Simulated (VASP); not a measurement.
Set up this calculation in VASP 6.6.1, as the native input.

```yaml
Task: single point
Functional: PBE
Potentials_or_basis: VASP PAW PBE potentials, release 64 (Li_sv)
Cutoff: 520 eV
k_mesh: 15 × 15 × 15
Occupations: fermi-dirac, width 0.08 eV
Spin: no spin polarisation
Dipole_correction: no
Further_INCAR_settings: ALGO = Normal; EDIFF = 1e-07; NBANDS = 8
```

The structure of Li lies in POSCAR:

```
Li
1.0
   -1.7500000000      1.7500000000      1.7150000000
    1.7500000000     -1.7500000000      1.7150000000
    1.7500000000      1.7500000000     -1.7150000000
Li
1
Direct
    0.0000000000      0.0000000000      0.0000000000
```

This cell differs from its parent crystal: zz strain of -2 %.

These files were run (other wordings do the same):

INCAR

```
  PREC = Accurate
  ENCUT = 520
  EDIFF = 1E-7
  ISMEAR = -1
  SIGMA = 0.08
  LREAL = False
  LASPH = True
  NELM = 100
  ALGO = Normal
  ISIF = 2
  LWAVE = False
  LCHARG = True
  GGA = PE
  LELF = True
  LVHAR = True
  NBANDS = 8
```

KPOINTS

```
regular mesh
0
Gamma
  15 15 15
```

Potentials or basis: VASP PAW PBE potentials, release 64 (Li_sv).

Command:

```sh
$ cat potpaw_PBE.64/Li_sv/POTCAR > POTCAR
$ mpirun -np 1 vasp_std > vasp.out
```

Run time: 12 s on 1 thread of Intel(R) Xeon(R) 6975P-C (Granite Rapids), with other jobs on the host, peak memory 0.15 GiB.
